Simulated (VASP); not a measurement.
Wanted: the native input for a VASP 6.6.1 run.

* Task: single point
* Functional: PBE
* Potentials or basis: VASP PAW PBE potentials, release 64 (Cs_sv, Gd)
* Cutoff: 520 eV
* k mesh: 3 × 3 × 6
* Occupations: gaussian, width 0.1 eV
* Spin: collinear spin, ferromagnetic start
* Starting moments: [0.0, 8.22, 8.22] μB
* Dipole correction: no
* Further INCAR settings: ALGO = Normal; EDIFF = 1e-07; NBANDS = 34

The structure of CsGd2 lies in POSCAR:

```
CsGd2
1.0
    6.5112791032      0.0000000000      0.0000000000
   -3.2556395516      5.6389331145      0.0000000000
    0.0000000000      0.0000000000      3.6146073831
Cs Gd
1 2
Direct
    0.0000000000      0.0000000000      0.0000000000
    0.3333333333      0.6666666667      0.5000000000
    0.6666666667      0.3333333333      0.5000000000
```

The cell was built from a structure type or drawn by symmetry, and may not be a known phase.

These files were run (other wordings do the same):

INCAR

```
SYSTEM = CsGd2
ALGO = Normal
EDIFF = 1E-7
ENCUT = 520
GGA = PE
ISIF = 2
ISMEAR = 0
ISPIN = 2
LASPH = .True.
LCHARG = .False.
LMAXMIX = 6
LORBIT = 11
LREAL = .False.
LWAVE = .False.
MAGMOM = 0 8.22 8.22
NBANDS = 34
NELM = 150
PREC = Accurate
SIGMA = 0.1
```

KPOINTS

```
k-points
0
Gamma
  3 3 6
  0 0 0
```

Potentials or basis: VASP PAW PBE potentials, release 64 (Cs_sv, Gd).

The run is started by

```sh
$ cat potpaw_PBE.64/Cs_sv/POTCAR potpaw_PBE.64/Gd/POTCAR > POTCAR
$ mpirun -np 1 vasp_std > vasp.out
```

It gave:

```
Pressure                                              : 0.0 GPa
Net moment                                            : 16.41 μB per cell
Site moments                                          : Cs +0.05; Gd +7.09 μB
Valence electrons inside the program's atomic spheres : Cs 6.58; Gd 15.17
```

Caveat: the k points lie up to 0.37 Å⁻¹ apart.

It took 6.7 min on 1 thread of Intel(R) Xeon(R) Platinum 8488C (Sapphire Rapids), on a shared host, peak memory 0.36 GiB.
